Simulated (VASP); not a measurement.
Input of a VASP 6.6.1 run:

INCAR

```
PREC = Accurate
ENCUT = 520
EDIFF = 1E-6
ISMEAR = 0
SIGMA = 0.05
LREAL = False
LASPH = True
NELM = 60
ALGO = Normal
ISIF = 2
LWAVE = False
LCHARG = False
GGA = PS
NBANDS = 24
```

KPOINTS

```
Automatic mesh
0
Gamma
  9 9 6
```

File POSCAR:

```
CaO
1.0
    3.9919758245      0.0000000000      0.0000000000
   -1.9959879122      3.4571524753      0.0000000000
    0.0000000000      0.0000000000      4.7848400100
Ca O
2 2
Direct
    0.2248625607      0.6124312804      0.7500000000
    0.5581958941      0.2790979470      0.2500000000
    0.3333333333      0.6666666667      0.2500000000
    0.6666666667      0.3333333333      0.7500000000
```

Potentials or basis: VASP PAW PBE potentials, release 64 (Ca_sv, O).

Launch:

```console
$ cat potpaw_PBE.64/Ca_sv/POTCAR potpaw_PBE.64/O/POTCAR > POTCAR
$ mpirun -np 1 vasp_std > vasp.out
```

(1) What does it give for the largest force?

(2) Predict the band gap on the k mesh.

(3) What does it give for the pressure?

Results:

(1) 4.057 eV/Å.

(2) 3.16 eV (least direct gap 3.21 eV).

(3) 4.4 GPa.

Caveat: the cell differs from its parent crystal (all Ca atoms moved +0.375 Å, as atom 1 towards its neighbour atom 4 (O) at 2.305 Å); the cell stands under pressure; the PAW data sets were made with another functional, which shifts forces and pressure a little; an odd mesh through Γ misses points on the zone boundary, where band edges can lie.
